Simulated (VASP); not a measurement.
Here is a VASP 6.6.1 calculation.

The input POSCAR:

```
HfO2
1.0
    0.0000000000     -4.8382036357      0.0000000000
    0.0000000000      0.0000000000     -3.2203479143
    9.6764072713     -2.9029221814      0.0000000000
Hf O
4 8
Direct
    0.7292500000      0.0000000000      0.4512500000
    0.4292500000      0.0000000000      0.9512500000
    0.3792500000      0.5000000000      0.2012500000
    0.0792500000      0.5000000000      0.7012500000
    0.1656934281      0.5000000000      0.0487095915
   -0.1343065719      0.5000000000      0.5487095915
    0.6326449379      0.0000000000      0.1037904085
    0.3326449379      0.0000000000      0.6037904085
    0.1258550621      0.0000000000      0.2987095915
   -0.1741449379      0.0000000000      0.7987095915
    0.5928065719      0.5000000000      0.3537904085
    0.2928065719      0.5000000000      0.8537904085
```

Contents of INCAR.step1:

```
SYSTEM = HfO2
PREC = Accurate
ENCUT = 520
ISMEAR = 0
SIGMA = 0.05
LREAL = .False.
LASPH = .True.
NELM = 80
NBANDS = 56
GGA = PE
ALGO = Normal
EDIFF = 1E-4
LWAVE = .True.
LCHARG = .False.
```

File INCAR.step2:

```
SYSTEM = HfO2
PREC = Accurate
ENCUT = 520
EDIFF = 1E-6
ISMEAR = 0
SIGMA = 0.05
LREAL = .False.
LASPH = .True.
NELM = 80
ALGO = Normal
ISIF = 2
LWAVE = .False.
LCHARG = .False.
METAGGA = R2SCAN
LMIXTAU = .True.
NBANDS = 56
ISTART = 1
```

The input KPOINTS:

```
regular mesh
0
Gamma
  5 7 3
  0 0 0
```

Potentials or basis: VASP PAW PBE potentials, release 64 (Hf_pv, O).

Launch:

```sh
$ cat potpaw_PBE.64/Hf_pv/POTCAR potpaw_PBE.64/O/POTCAR > POTCAR
$ cp INCAR.step1 INCAR
$ mpirun -np 1 vasp_std > vasp.out
$ cp INCAR.step2 INCAR
$ mpirun -np 1 vasp_std > vasp.out
```

Question: Predict the pressure.

Answer: 3.3 GPa.

Question: Predict the largest force.

Answer: 8.410 eV/Å.

Question: Predict the band gap on the k mesh.

Answer: 2.01 eV, indirect (least direct gap 2.18 eV).

Stress tensor (GPa, compression positive):
```
20.60 -0.19  0.00
-0.19 -9.90  0.00
 0.00  0.00 -0.76
```

Caveat: the PAW data sets were made with another functional, which shifts forces and pressure a little; spin-orbit coupling is left out, which moves the levels of the heavy elements. r2SCAN opens gaps a little over a GGA but as a rule still falls short of measured ones.
